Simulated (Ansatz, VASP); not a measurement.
**LiH in VASP and in Ansatz**

Contents of INCAR:

```
SYSTEM = LiH
  PREC = Accurate
  ENCUT = 520
  EDIFF = 1E-6
  ISMEAR = -1
  SIGMA = 0.05
  LREAL = .FALSE.
  LASPH = .TRUE.
  NELM = 80
  ALGO = Normal
  ISIF = 2
  LWAVE = .FALSE.
  LCHARG = .FALSE.
  GGA = PE
  NBANDS = 9
```

The input KPOINTS:

```
Automatic mesh
0
G
  13 13 13
  0 0 0
```

Contents of POSCAR:

```
LiH
1.0
    0.0000000000      2.1590569286      2.1590569286
    2.1590569286      0.0000000000      2.1590569286
    2.1590569286      2.1590569286      0.0000000000
Li H
1 1
Direct
    0.0000000000      0.0000000000      0.0000000000
    0.2500000000      0.2500000000      0.2500000000
```

Input for Ansatz:

```yaml
crystal:
  lattice:
    - [0.0, 2.1590569286, 2.1590569286]
    - [2.1590569286, 0.0, 2.1590569286]
    - [2.1590569286, 2.1590569286, 0.0]
  atoms:
    - { symbol: Li, position: [0.0, 0.0, 0.0] }
    - { symbol: H, position: [0.25, 0.25, 0.25] }
kpoints:
  mp_grid: { grid: [13, 13, 13] }
scf:
  occupations: { method: fermi_dirac, width: 0.05 }
hamiltonian:
  xc: pbe
  pseudopotentials: { kind: all_electron, lapw: { basis_error: 0.00025 } }
output:
  forces: true
  stress: true
  eigenvalues: true
```

Change from the starting cell: volume scaled by 1.02.

Alike in both runs: task single point; functional PBE; k mesh 13 × 13 × 13; occupations fermi-dirac, width 0.05 eV; no spin polarisation.

|  | VASP | Ansatz |
| --- | --- | --- |
| version | VASP 6.6.1 | Ansatz 0.2.0 |
| potentials or method | VASP PAW PBE potentials, release 64 (Li_sv, H), cutoff 520 eV | all-electron LAPW, scalar-relativistic |

```csv
,VASP,Ansatz,Ansatz less VASP
gap on the k mesh at the Fermi level (eV),4.30,4.30,-0.006
```

Ansatz ran all-electron here, and VASP with PAW potentials.

Noted on VASP's run: the cutoff is short for stress, so the pressure is rough.
